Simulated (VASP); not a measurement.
# Zn (P6_3/mmc) in VASP: further runs

The runs below take Zn through single point, with PBE.

Everything below comes from runs of VASP 6.6.1. Logs are shortened: lines on timing, memory, paths and dates and some standing lists are left out, and cuts for length are marked.

## Step 1: The cell of the first run

It takes space group P6_3/mmc (No. 194, hexagonal). Conventional cell: a = 2.656 Å, b = 2.656 Å, c = 4.962 Å, α = 90.00°, β = 90.00°, γ = 120.00°. Zn (site symmetry -6m2) has 12 Zn at 2.66 to 2.92 Å within 3.5 Å.

## Step 2: Single point, PBE

File INCAR:

```
PREC = Accurate
ENCUT = 520
EDIFF = 1E-6
ISMEAR = -1
SIGMA = 0.1
LREAL = False
LASPH = True
NELM = 80
ALGO = Normal
ISIF = 2
LWAVE = False
LCHARG = True
GGA = PE
LELF = True
LVHAR = True
NBANDS = 19
```

File KPOINTS:

```
Automatic mesh
0
Gamma
  14 14 7
```

File POSCAR:

```
Zn
1.0
    2.6556370042      0.0000000000      0.0000000000
   -1.3278185021      2.2998491089      0.0000000000
    0.0000000000      0.0000000000      4.9624616040
Zn
2
Direct
    0.3333333333      0.6666666667      0.2500000000
    0.6666666667      0.3333333333      0.7500000000
```

Potentials or basis: VASP PAW PBE potentials, release 64 (Zn).

The run is started by

```sh
$ cat potpaw_PBE.64/Zn/POTCAR > POTCAR
$ mpirun -np 1 vasp_std > vasp.out
```

OUTCAR:

```text
PREC = Accurate
   ENCUT = 520
   EDIFF = 1E-6
   ISMEAR = -1
   LREAL = False
   LASPH = True
   NELM = 80
   ISIF = 2
   GGA = PE

 ion  position               nearest neighbor table
   1  0.333  0.667  0.250-   2 2.92   2 2.92   2 2.92   2 2.92   2 2.92   2 2.92
   2  0.667  0.333  0.750-   1 2.92   1 2.92   1 2.92   1 2.92   1 2.92   1 2.92

  LATTYP: Found a hexagonal cell.
 ALAT       =     2.6556370042
 C/A-ratio  =     1.8686520771

  Lattice vectors:

 A1 = (   2.6556370042,   0.0000000000,   0.0000000000)
 A2 = (  -1.3278185021,   2.2998491089,   0.0000000000)
 A3 = (   0.0000000000,   0.0000000000,   4.9624616040)

Analysis of symmetry for initial positions (statically):
=====================================================================
 Subroutine PRICEL returns:
 Original cell was already a primitive cell.

 Routine SETGRP: Setting up the symmetry group for a
 hexagonal supercell.

 Subroutine GETGRP returns: Found 24 space group operations
 (whereof 12 operations were pure point group operations)
 out of a pool of 24 trial point group operations.

The static configuration has the point symmetry D_3d.
 The point group associated with its full space group is D_6h.

Analysis of symmetry for dynamics (positions and initial velocities):
=====================================================================
 Subroutine PRICEL returns:
 Original cell was already a primitive cell.

 Routine SETGRP: Setting up the symmetry group for a
 hexagonal supercell.

 Subroutine GETGRP returns: Found 24 space group operations
 (whereof 12 operations were pure point group operations)
 out of a pool of 24 trial point group operations.

The dynamic configuration has the point symmetry D_3d.
 The point group associated with its full space group is D_6h.

 Subroutine INISYM returns: Found 24 space group operations
 (whereof 12 operations are pure point group operations),
 and found     1 'primitive' translations

----------------------------------------------------------------------------------------

                                     Primitive cell

  volume of cell :      30.3086

  direct lattice vectors                    reciprocal lattice vectors
     2.655637004  0.000000000  0.000000000     0.376557488  0.217405567  0.000000000
[... 75 lines left out ...]
   NGXF,Y,Z  is equivalent  to a cutoff of  25.04, 25.04, 26.80 a.u.
 SYSTEM =  unknown system
   PREC   = accura    normal or accurate (medium, high low for compatibility)
   ISTART =      0    job   : 0-new  1-cont  2-samecut
   ICHARG =      2    charge: 1-file 2-atom 10-const
   ISPIN  =      1    spin polarized calculation?
   LNONCOLLINEAR =      F non collinear calculations
   LSORBIT =      F    spin-orbit coupling
   LASPH  =      T    aspherical Exc in radial PAW
   ENCUT  =  520.0 eV  38.22 Ry    6.18 a.u.   4.94  4.94  9.23*2*pi/ulx,y,z
   NELM   =     80;   NELMIN=  2; NELMDL= -5     # of ELM steps
   EDIFF  = 0.1E-05   stopping-criterion for ELM
   LREAL  =      F    real-space projection
   EDIFFG = 0.1E-04   stopping-criterion for IOM
   NSW    =      0    number of steps for IOM
   IBRION =     -1    ionic relax: 0-MD 1-quasi-New 2-CG
   NFREE  =      0    steps in history (QN), initial steepest desc. (CG)
   ISIF   =      2    stress and relaxation
   ISYM   =      2    0-nonsym 1-usesym 2-fastsym
   POTIM  = 0.5000    time-step for ionic-motion
   TEBEG  =    0.0;   TEEND  =   0.0 temperature during run
   PSTRESS=    0.0 pullay stress
   NELECT =      24.0000    total number of electrons
   NUPDOWN=      -1.0000    fix difference up-down
   EMIN   =  10.00;   EMAX   =-10.00  energy-range for DOS
   EFERMI =   0.00;   METHOD = LEGACY
   ISMEAR =    -1;   SIGMA  =   0.10  broadening in eV -4-tet -1-fermi 0-gaus
   EFERMI_NEDOS =   21; number of points for ismear=-14 and -15
   IALGO  =     38    algorithm
   IMIX   =      4    mixing-type and parameters
     AMIX     =   0.40;   BMIX     =  1.00
     AMIX_MAG =   1.60;   BMIX_MAG =  1.00
  volume/ion in A,a.u.               =      15.15       102.27
  Fermi-wavevector in a.u.,A,eV,Ry     =   1.514573  2.862128 31.210826  2.293931
  Thomas-Fermi vector in A             =   2.624212
   LORBIT       =      0    0 simple, 1 ext, 2 COOP (PROOUT), +10 PAW based schemes
   GGA     = PE    functional components
   LHFCALC =     F    Hartree Fock is set to
   AEXX    =    0.0000 exact exchange contribution
   IVDW    =     0    specifies the selected vdW correction
   LEPSILON=     F    determine dielectric tensor
   LRPA    =     F    only Hartree local field effects (RPA)
 non-spin polarized calculation
  energy-cutoff  :      520.00
  volume of cell :       30.31
 maximum number of plane-waves:       837
 NGX is ok and might be reduce to    20
   NGX =  9   NGY =  9   NGZ = 19

 number of electron      24.0000020 magnetization

 Free energy of the ion-electron system (eV)
  ---------------------------------------------------
  ext. energy  EPLUGINS =         0.00000000
  ---------------------------------------------------
  free energy    TOTEN  =        -2.21396932 eV

  energy without entropy =       -2.19590019  energy(sigma->0) =       -2.20493475

 E-fermi :   3.1214     XC(G=0): -11.5695

 val. band max:        3.0621578594   @ k =   0.2143   0.2143   0.0000
 cond. band min:       3.1423679249   @ k =   0.2857   0.1429   0.0000
 fundamental gap:      0.0802100654
 Fermi energy:         3.1213673136

 k-point     1 :       0.0000    0.0000    0.0000
  band No.  band energies     occupation
      1      -7.2947      2.00000
      2      -5.5017      2.00000
      3      -4.7986      2.00000
      4      -4.5590      2.00000
      5      -4.5590      2.00000
      6      -4.5103      2.00000
[... 505 lines left out ...]
      6      -4.5603      2.00000
[... 11 lines left out ...]
     18      10.3667      0.00000
     19      12.3256      0.00000

 [... further k-points ...]
[... 5 lines left out ...]
  --------------------------------------------------------------------------------------
  -------------------------------------------------------------------------------------
  Total        0.1547865      0.1547865     -0.0251990      0.0000000      0.0000000      0.0000000
  in kB        8.1823570      8.1823570     -1.3320773      0.0000000      0.0000000      0.0000000
  external PRESSURE =       5.0108789 kB  Pullay stress =       0.0000000 kB

 VOLUME and BASIS-vectors are now :
 -----------------------------------------------------------------------------
  energy-cutoff  :      520.00
  volume of cell :       30.31
      direct lattice vectors                 reciprocal lattice vectors
     2.655637004  0.000000000  0.000000000     0.376557488  0.217405567  0.000000000
    -1.327818502  2.299849109  0.000000000     0.000000000  0.434811134  0.000000000
     0.000000000  0.000000000  4.962461604     0.000000000  0.000000000  0.201512894

 POSITION                                       TOTAL-FORCE (eV/Angst)
 -----------------------------------------------------------------------------------
     -0.00000      1.53323      1.24062        -0.000000      0.000000      0.000000
      1.32782      0.76662      3.72185         0.000000     -0.000000     -0.000000
 -----------------------------------------------------------------------------------
    total drift:                               -0.000000      0.000000      0.000000

  FREE ENERGIE OF THE ION-ELECTRON SYSTEM (eV)
  ---------------------------------------------------
  free  energy   TOTEN  =        -2.2139693183 eV

  energy  without entropy=       -2.1959001862  energy(sigma->0) =       -2.20493475
```

OSZICAR:

```text
N       E                     dE             d eps       ncg     rms          rms(c)
DAV:   1     0.112892647613E+03    0.11289E+03   -0.12239E+04  3760   0.200E+03
DAV:   2     0.274896470466E+01   -0.11014E+03   -0.10686E+03  3675   0.297E+02
DAV:   3    -0.239514286697E+01   -0.51441E+01   -0.51200E+01  4168   0.704E+01
DAV:   4    -0.242488330532E+01   -0.29740E-01   -0.29734E-01  4006   0.560E+00
DAV:   5    -0.242492071912E+01   -0.37414E-04   -0.37414E-04  3994   0.179E-01    0.402E+00
DAV:   6    -0.222736246461E+01    0.19756E+00   -0.77622E-01  4044   0.186E+01    0.302E+00
DAV:   7    -0.221837414340E+01    0.89883E-02   -0.26656E-02  4528   0.273E+00    0.156E+00
DAV:   8    -0.221395594669E+01    0.44182E-02   -0.17786E-03  4983   0.638E-01    0.473E-02
DAV:   9    -0.221396601474E+01   -0.10068E-04   -0.22682E-04  4915   0.192E-01    0.352E-02
DAV:  10    -0.221396948753E+01   -0.34728E-05   -0.21661E-05  3892   0.535E-02    0.287E-03
DAV:  11    -0.221396931829E+01    0.16925E-06   -0.88651E-08  2334   0.387E-03
   1 F= -.22139693E+01 E0= -.22049348E+01  d E =-.180691E-01
```

stdout:

```text
POSCAR found type information on POSCAR Zn
 POSCAR found :  1 types and       2 ions
 scaLAPACK will be used
 LDA part: xc-table for (Slater+PW92), standard interpolation
 POSCAR, INCAR and KPOINTS ok, starting setup
 FFT: planning ... GRIDC
 FFT: planning ... GRID_SOFT
 FFT: planning ... GRID
 WAVECAR not read
 entering main loop
```

Run time: 60 s. Hardware: 1 thread of Intel Xeon 6975P-C, shared host; peak memory 0.17 GiB.

Results:

| Quantity | Value |
| --- | --- |
| Free energy | -2.2140 eV |
| Pressure | 0.5 GPa |
| Band gap on the k mesh | zero (band 12 reaches 4.59 eV, above the bottom of band 13 at 0.02 eV) |

(Part 1 of 2 ends here.)
